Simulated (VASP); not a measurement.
Set up this calculation in VASP 6.6.1, as the native input.

- Task: single point
- Functional: PBEsol
- Potentials or basis: VASP PAW PBE potentials, release 64 (Zn, S)
- Cutoff: 520 eV
- k mesh: 8 × 8 × 8
- Occupations: fermi-dirac, width 0.01 eV
- Spin: no spin polarisation
- Dipole correction: no
- Further INCAR settings: ALGO = Normal; EDIFF = 1e-06; NBANDS = 16

The structure of ZnS lies in POSCAR:

```
ZnS
1.0
    0.0000000000      2.7046500000      2.6235105000
    2.7046500000      0.0000000000      2.6235105000
    2.7046500000      2.7046500000      0.0000000000
Zn S
1 1
Direct
    0.0000000000      0.0000000000      0.0000000000
    0.7500000000      0.7500000000      0.7500000000
```

This cell differs from its parent crystal: zz strain of -3 %.

One way to write it, as run:

INCAR

```
PREC = Accurate
ENCUT = 520
EDIFF = 1E-6
ISMEAR = -1
SIGMA = 0.01
LREAL = False
LASPH = True
NELM = 60
ALGO = Normal
ISIF = 2
LWAVE = False
LCHARG = False
GGA = PS
NBANDS = 16
```

KPOINTS

```
regular mesh
0
Gamma
  8 8 8
```

Potentials or basis: VASP PAW PBE potentials, release 64 (Zn, S).

Run with:

```console
$ cat potpaw_PBE.64/Zn/POTCAR potpaw_PBE.64/S/POTCAR > POTCAR
$ mpirun -np 1 vasp_std > vasp.out
```

Results of the run:

```
Pressure               : 0.3 GPa
Band gap on the k mesh : 2.03 eV, direct
```

Caveat: the cell differs from its parent crystal (zz strain of -3 %); the PAW data sets were made with another functional, which shifts forces and pressure a little.

It took 28 s on 1 thread of Intel Xeon 6975P-C, with other jobs on the host, peak memory 0.18 GiB.
